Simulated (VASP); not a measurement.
# Co2PtO4 in VASP: relaxation of the atoms with PBEsol

Aim: the relaxation of the atoms of Co2PtO4 with PBEsol.

Everything below comes from runs of VASP 6.6.1. Logs are shortened: lines on timing, memory, paths and dates and some standing lists are left out, and cuts for length are marked.

## Step 1: The cell of the first run

The cell holds a slab with vacuum, 7 atoms: a = 2.810 Å, b = 2.810 Å, c = 22.825 Å, α = 90.00°, β = 90.00°, γ = 120.00°.

## Step 2: Relaxation of the atoms, PBEsol

The input, INCAR:

```
SYSTEM = Co2PtO4
PREC = Accurate
ENCUT = 520
EDIFF = 1E-6
ISMEAR = 0
SIGMA = 0.1
LREAL = .FALSE.
LASPH = .TRUE.
NELM = 80
ALGO = Fast
ISIF = 2
LWAVE = .FALSE.
LCHARG = .FALSE.
LDIPOL = .TRUE.
IDIPOL = 3
DIPOL = 0.5 0.5 0.500
GGA = PS
IBRION = 2
NSW = 80
EDIFFG = -0.02
```

The input, KPOINTS:

```
regular mesh
0
G
  12 12 1
  0 0 0
```

The input, POSCAR:

```
Co2PtO4
1.0
    2.8101831225      0.0000000000      0.0000000000
   -1.4050915613      2.4336899734      0.0000000000
    0.0000000000      0.0000000000     22.8253249521
O Co Pt
4 2 1
Direct
    0.0000000000      0.0000000000      0.3285823977
    0.6666666667      0.3333333333      0.4129821504
    0.6666666667      0.3333333333      0.5870178496
    0.3333333333      0.6666666667      0.6714176023
    0.3333333333      0.6666666667      0.3707822740
    0.0000000000      0.0000000000      0.6292177260
    0.6666666667      0.3333333333      0.5000000000
```

Potentials or basis: VASP PAW PBE potentials, release 64 (O, Co, Pt).

Command:

```console
> cat potpaw_PBE.64/O/POTCAR potpaw_PBE.64/Co/POTCAR potpaw_PBE.64/Pt/POTCAR > POTCAR
> mpirun -np 1 vasp_std > vasp.out
```

OUTCAR:

```text
SYSTEM = Co2PtO4
   PREC = Accurate
   ENCUT = 520
   EDIFF = 1E-6
   ISMEAR = 0
   LREAL = .FALSE.
   LASPH = .TRUE.
   NELM = 80
   ISIF = 2
   GGA = PS
   IBRION = 2
   NSW = 80
   EDIFFG = -0.02

 ion  position               nearest neighbor table
   1  0.000  0.000  0.329-   5 1.89   5 1.89   5 1.89
   2  0.667  0.333  0.413-   5 1.89   5 1.89   5 1.89   7 1.99
   3  0.667  0.333  0.587-   6 1.89   6 1.89   6 1.89   7 1.99
   4  0.333  0.667  0.671-   6 1.89   6 1.89   6 1.89
   5  0.333  0.667  0.371-   1 1.89   1 1.89   1 1.89   2 1.89   2 1.89   2 1.89
   6  0.000  0.000  0.629-   4 1.89   4 1.89   4 1.89   3 1.89   3 1.89   3 1.89
   7  0.667  0.333  0.500-   2 1.99   3 1.99

  LATTYP: Found a hexagonal cell.
 ALAT       =     2.8101831225
 C/A-ratio  =     8.1223621227

  Lattice vectors:

 A1 = (   2.8101831225,   0.0000000000,   0.0000000000)
 A2 = (  -1.4050915613,   2.4336899734,   0.0000000000)
 A3 = (   0.0000000000,   0.0000000000,  22.8253249521)

Analysis of symmetry for initial positions (statically):
=====================================================================
 Subroutine PRICEL returns:
 Original cell was already a primitive cell.

 Routine SETGRP: Setting up the symmetry group for a
 hexagonal supercell.

 Subroutine GETGRP returns: Found 12 space group operations
 (whereof  6 operations were pure point group operations)
 out of a pool of 24 trial point group operations.

The static configuration has the point symmetry C_3v.
 The point group associated with its full space group is D_3d.

Analysis of symmetry for dynamics (positions and initial velocities):
=====================================================================
 Subroutine PRICEL returns:
 Original cell was already a primitive cell.

 Routine SETGRP: Setting up the symmetry group for a
 hexagonal supercell.

 Subroutine GETGRP returns: Found 12 space group operations
 (whereof  6 operations were pure point group operations)
 out of a pool of 24 trial point group operations.

The dynamic configuration has the point symmetry C_3v.
 The point group associated with its full space group is D_3d.

 Subroutine INISYM returns: Found 12 space group operations
[... 143 lines left out ...]

 number of electron      51.9999997 magnetization

 Free energy of the ion-electron system (eV)
  ---------------------------------------------------
  ext. energy  EPLUGINS =         0.00000000
  ---------------------------------------------------
  free energy    TOTEN  =       -49.59851476 eV

  energy without entropy =      -49.55677211  energy(sigma->0) =      -49.57764344

------------------------ aborting loop because EDIFF is reached ----------------------------------------

  FORCE on cell =-STRESS in cart. coord.  units (eV):
  Direction    XX          YY          ZZ          XY          YZ          ZX
  --------------------------------------------------------------------------------------
  -------------------------------------------------------------------------------------
  Total       -2.2682153     -2.2682153     -1.2325767      0.0000000      0.0000000      0.0000000
  in kB      -23.2797344    -23.2797344    -12.6505002      0.0000000      0.0000000      0.0000000
  external PRESSURE =     -19.7366563 kB  Pullay stress =       0.0000000 kB
[... 104 lines left out ...]
  FREE ENERGIE OF THE ION-ELECTRON SYSTEM (eV)
  ---------------------------------------------------
  free  energy   TOTEN  =       -49.7169364089 eV

  energy  without entropy=      -49.6791871433  energy(sigma->0) =      -49.69806178

[... ionic steps 4 to 7 ...]

--------------------------------------- Ionic step        8  -------------------------------------------

 number of electron      52.0000007 magnetization

 dipolmoment           0.000000      0.000000      0.000000 electrons x Angstroem

------------------------ aborting loop because EDIFF is reached ----------------------------------------

  FORCE on cell =-STRESS in cart. coord.  units (eV):
  Direction    XX          YY          ZZ          XY          YZ          ZX
  --------------------------------------------------------------------------------------
  -------------------------------------------------------------------------------------
  Total       -1.3143812     -1.3143812     -0.3027023      0.0000000      0.0000000      0.0000000
  in kB      -13.4900974    -13.4900974     -3.1067731      0.0000000      0.0000000      0.0000000
  external PRESSURE =     -10.0289893 kB  Pullay stress =       0.0000000 kB
[... 69 lines left out ...]
--------------------------------------- Ionic step       10  -------------------------------------------

 number of electron      52.0000008 magnetization

 dipolmoment           0.000000      0.000000     -0.000000 electrons x Angstroem

 Free energy of the ion-electron system (eV)
  ---------------------------------------------------
  ext. energy  EPLUGINS =         0.00000000
  ---------------------------------------------------
  free energy    TOTEN  =       -49.72002527 eV

  energy without entropy =      -49.68301058  energy(sigma->0) =      -49.70151792

 E-fermi :  -1.0944     XC(G=0):  -5.8891

 val. band max:       -1.1025889024   @ k =   0.0833   0.0000   0.0000
 cond. band min:      -1.0909664184   @ k =   0.5000   0.0000   0.0000
 fundamental gap:      0.0116224840
 Fermi energy:        -1.0944195129

 k-point     1 :       0.0000    0.0000    0.0000
  band No.  band energies     occupation
      1     -21.8383      2.00000
      2     -21.6287      2.00000
      3     -19.5019      2.00000
      4     -19.3546      2.00000
      5      -9.4629      2.00000
      6      -8.2684      2.00000
[... 635 lines left out ...]
     30       0.7154      0.00000
     31       1.0002      0.00000

------------------------ aborting loop because EDIFF is reached ----------------------------------------

 vacuum level on the upper side and lower side of the slab       (xc-potential included)        -0.009        -0.009

  FORCE on cell =-STRESS in cart. coord.  units (eV):
  Direction    XX          YY          ZZ          XY          YZ          ZX
  --------------------------------------------------------------------------------------
  -------------------------------------------------------------------------------------
  Total       -1.2500691     -1.2500691     -0.1634901      0.0000000     -0.0000000      0.0000000
  in kB      -12.8300328    -12.8300328     -1.6779741      0.0000000     -0.0000000      0.0000000
  external PRESSURE =      -9.1126799 kB  Pullay stress =       0.0000000 kB
[... 22 lines left out ...]
  FREE ENERGIE OF THE ION-ELECTRON SYSTEM (eV)
  ---------------------------------------------------
  free  energy   TOTEN  =       -49.7200252664 eV

  energy  without entropy=      -49.6830105790  energy(sigma->0) =      -49.70151792

 reached required accuracy - stopping structural energy minimisation

 vacuum level on the upper side and lower side of the slab         6.213         6.213
```

OSZICAR:

```text
N       E                     dE             d eps       ncg     rms          rms(c)
DAV:   1     0.558319739857E+03    0.55832E+03   -0.24584E+04  1178   0.162E+03
DAV:   2     0.398440917089E+02   -0.51848E+03   -0.48484E+03  1384   0.402E+02
DAV:   3    -0.567774024510E+02   -0.96621E+02   -0.94177E+02  1650   0.193E+02
DAV:   4    -0.616034483998E+02   -0.48260E+01   -0.47207E+01  1358   0.454E+01
[... 114 lines left out ...]
RMM:   3    -0.497200263963E+02   -0.18830E-04   -0.16596E-04  1194   0.108E-01    0.221E-02
RMM:   4    -0.497200289669E+02   -0.25706E-05   -0.47662E-05  1384   0.506E-02    0.250E-02
RMM:   5    -0.497200281721E+02    0.79480E-06   -0.10433E-05  1065   0.264E-02    0.184E-02
RMM:   6    -0.497200257307E+02    0.24414E-05   -0.77364E-06   955   0.247E-02    0.108E-02
RMM:   7    -0.497200252664E+02    0.46431E-06   -0.23096E-06   700   0.137E-02
  10 F= -.49720025E+02 E0= -.49701518E+02  d E =-.777330E-04
```

It took 18 min on 1 thread of Oxide Virtual Turin-like, shared host; peak memory 0.35 GiB.

What came out:

```yaml
Free_energy: -49.7200 eV
Energy_gained_by_relaxing: 17.4 meV/atom
Ionic_steps: 10
Largest_force_after_relaxing: 0.008 eV/Å
Band_gap_on_the_k_mesh: zero (bands 26 and 27 overlap by 0.24 eV)
```

Forces on the atoms (eV/Å):
```
O    0.000  0.000  0.008
O    0.000  0.000  0.001
O    0.000  0.000 -0.001
O    0.000  0.000 -0.008
Co   0.000  0.000  0.002
Co   0.000  0.000 -0.002
Pt   0.000  0.000  0.000
```

Step by step:
```tsv
step	energy change (eV)	largest force (eV/Å)	pressure (GPa)
1	0.0000	1.6247	-1.97
2	-0.0355	1.5360	-0.22
3	-0.1184	0.2489	-1.16
4	-0.1213	0.0358	-0.98
5	-0.1214	0.0223	-1.02
6	-0.1214	0.0234	-0.97
7	-0.1214	0.0209	-1.02
8	-0.1214	0.0274	-1.00
9	-0.1215	0.0227	-1.08
10	-0.1215	0.0079	-0.91
```

Final structure:
```yaml
crystal:
  lattice:
    - [2.81018, 0.00000, 0.00000]
    - [-1.40509, 2.43369, 0.00000]
    - [0.00000, 0.00000, 22.82532]
  atoms:
    - { symbol: O, position: [0.00000, 0.00000, 0.33042] }
    - { symbol: O, position: [0.66667, 0.33333, 0.41281] }
    - { symbol: O, position: [0.66667, 0.33333, 0.58719] }
    - { symbol: O, position: [0.33333, 0.66667, 0.66958] }
    - { symbol: Co, position: [0.33333, 0.66667, 0.36905] }
    - { symbol: Co, position: [0.00000, 0.00000, 0.63095] }
    - { symbol: Pt, position: [0.66667, 0.33333, 0.50000] }
```

Caveat: the PAW data sets were made with another functional, which shifts forces and pressure a little; spin-orbit coupling is left out, which moves the levels of the heavy elements; the run has no spin polarisation, though such a crystal can be magnetic; semilocal functionals often make such compounds metallic where correlation or magnetic order opens a gap, which also shifts bond lengths. Spin polarisation is off, so any magnetic state and its effect on volume and gap are missing.
